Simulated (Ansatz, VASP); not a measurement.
## One calculation of LiAlF4, two programs

```
Li Al F
1.0
     3.18536    0.00000    0.00000
     0.00000    3.18536    0.00000
     0.00000    0.00000    5.49041
Li Al F
1 1 4
Direct
  0.50000 0.50000 0.50000
  0.00000 0.00000 0.00000
  0.50000 0.00000 0.00000
  0.00000 0.50000 0.00000
  0.00000 0.00000 0.27700
  0.00000 0.00000 0.72300
```

Alike in both runs: task single point; functional PBE; k mesh 6 × 6 × 4; occupations gaussian, width 0.1 eV; no spin polarisation.

|  | VASP | Ansatz |
| --- | --- | --- |
| version | VASP 6.6.1 | Ansatz 0.2.0 |
| potentials or method | VASP PAW PBE potentials, release 64 (Li_sv, Al, F), cutoff 750 eV | scalar-relativistic, plane waves, PAW |
| valence electrons in the cell | 34 | 34 |

|  | VASP | Ansatz | Ansatz less VASP |
| --- | --- | --- | --- |
| gap on the k mesh at the Fermi level (eV) | 6.63 | 6.61 | -0.017 |
| least direct gap on the mesh (eV) | 7.57 | 7.56 | -0.005 |
| rms of the force components (eV/Å) | 3.700 | 3.531 | -0.1691 |

Atom by atom the forces differ by 0.169 eV/Å (rms over components).
